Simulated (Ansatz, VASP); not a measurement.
**P: VASP beside Ansatz**

Contents of INCAR:

```
SYSTEM = P
ALGO = Normal ; EDIFF = 1E-6
ENCUT = 520 ; GGA = PE
ISIF = 2 ; ISMEAR = -1
LASPH = .TRUE. ; LCHARG = .TRUE.
LELF = .TRUE. ; LREAL = .FALSE.
LVHAR = .TRUE. ; LWAVE = .FALSE.
NBANDS = 8 ; NELM = 100
PREC = Accurate ; SIGMA = 0.1
```

File KPOINTS:

```
k-points
0
G
  16 16 16
  0 0 0
```

Contents of POSCAR:

```
P
1.0
    0.0000000000      1.9878987876      1.9878987876
    1.9878987876      0.0000000000      1.9878987876
    1.9878987876      1.9878987876      0.0000000000
P
1
Direct
    0.0000000000      0.0000000000      0.0000000000
```

Input for Ansatz:

```yaml
crystal:
  lattice:
    - [0.0, 1.9878987876, 1.9878987876]
    - [1.9878987876, 0.0, 1.9878987876]
    - [1.9878987876, 1.9878987876, 0.0]
  atoms:
    - { symbol: P, position: [0.0, 0.0, 0.0] }
hamiltonian:
  xc: pbe
  pseudopotentials:
    kind: paw
    azcp:
      P: "pseudopotentials/P.paw.azcp"
basis:
  ecutwfc: 420
  fft_grid_basis: typed
kpoints:
  mp_grid: { grid: [16, 16, 16], shift: [0, 0, 0] }
magnetization:
  spin_polarized: false
scf:
  occupations: { method: fermi_dirac, width: 0.1 }
  lower_state_search: "off"
output:
  stress: true
```

Alike in both runs: task single point; functional PBE; k mesh 16 × 16 × 16; occupations fermi-dirac, width 0.1 eV; no spin polarisation.

|  | VASP | Ansatz |
| --- | --- | --- |
| version | VASP 6.6.1 | Ansatz 0.2.0 |
| potentials or method | VASP PAW PBE potentials, release 64 (P), cutoff 520 eV | plane waves (420 eV) with PAW, scalar-relativistic |
| valence electrons in the cell | 5 | 5 |

VASP gave:

| Property | Result |
| --- | --- |
| pressure (GPa) | -6.1 |

**Question.** What did Ansatz give for the same quantities?

**Answer.** Pressure (GPa): -6.0.
